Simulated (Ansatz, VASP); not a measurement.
## ScAs4 in VASP and in Ansatz

File INCAR:

```
SYSTEM = ScAs4
PREC = Accurate
ENCUT = 500
EDIFF = 1E-7
ISMEAR = 0
SIGMA = 0.1
LREAL = .False.
LASPH = .True.
NELM = 120
ALGO = Normal
ISIF = 3
LWAVE = .False.
LCHARG = .False.
GGA = PE
IBRION = 2
NSW = 100
EDIFFG = -0.01
GGA_COMPAT = .False.
NELMIN = 4
```

File KPOINTS:

```
Automatic mesh
0
Gamma
  10 10 6
  0 0 0
```

File POSCAR:

```
ScAs4
1.0
    2.6287164558     -2.6908462224      0.0000000000
    2.6287164558      2.6908462224      0.0000000000
    0.0000000000      0.0000000000      7.6427081035
Sc As
1 4
Direct
    0.0000000000      0.0000000000      0.0000000000
    0.5000000000      0.5000000000      0.8329155335
    0.5000000000      0.5000000000      0.1670844665
    0.2797292167      0.7202707833      0.5000000000
    0.7202707833      0.2797292167      0.5000000000
```

Input for Ansatz:

```yaml
crystal:
  lattice:
    - [2.6287164558, -2.6908462224, 0.0]
    - [2.6287164558, 2.6908462224, 0.0]
    - [0.0, 0.0, 7.6427081035]
  atoms:
    - { symbol: Sc, position: [0.0, 0.0, 0.0] }
    - { symbol: As, position: [0.5, 0.5, 0.8329155335] }
    - { symbol: As, position: [0.5, 0.5, 0.1670844665] }
    - { symbol: As, position: [0.2797292167, 0.7202707833, 0.5] }
    - { symbol: As, position: [0.7202707833, 0.2797292167, 0.5] }
basis:
  ecutwfc: 420
kpoints:
  mp_grid: { grid: [10, 10, 6] }
hamiltonian:
  xc: pbe
scf:
  occupations: { method: gaussian, width: 0.1 }
output:
  forces: true
  stress: true
  eigenvalues: true
  write_density: true
  write_potential: true
  elf: true
  volumetric_format: npy
relax:
  adjacent_minimum: "off"
  f_tol: 0.01
  max_steps: 80
  cell: { stress_tol: 0.05 }
```

Alike in both runs: task relaxation of cell and atoms; functional PBE; k mesh 10 × 10 × 6; occupations gaussian, width 0.1 eV; no spin polarisation.

|  | VASP | Ansatz |
| --- | --- | --- |
| version | VASP 6.6.1 | Ansatz 0.2.0 |
| potentials or method | VASP PAW PBE potentials, release 64 (Sc_sv, As), cutoff 500 eV | scalar-relativistic, plane waves, PAW |
| valence electrons in the cell | 31 | 71 |

|  | VASP | Ansatz | Ansatz less VASP |
| --- | --- | --- | --- |
| gap on the k mesh at the Fermi level, each at its own relaxed structure (eV) | none | none | - |
| relaxed volume (Å³/atom) | 21.68 | 21.63 | -0.050 |
| relaxed length of the cell vector where the two differ most in proportion (Å) | 7.731 | 7.724 | -0.0073 |

A gap of «none» marks a metal or a gap that the smearing closes. VASP's potentials hold 31 valence electrons a cell and Ansatz's 71, so a difference there can come from the potentials and not from the codes.
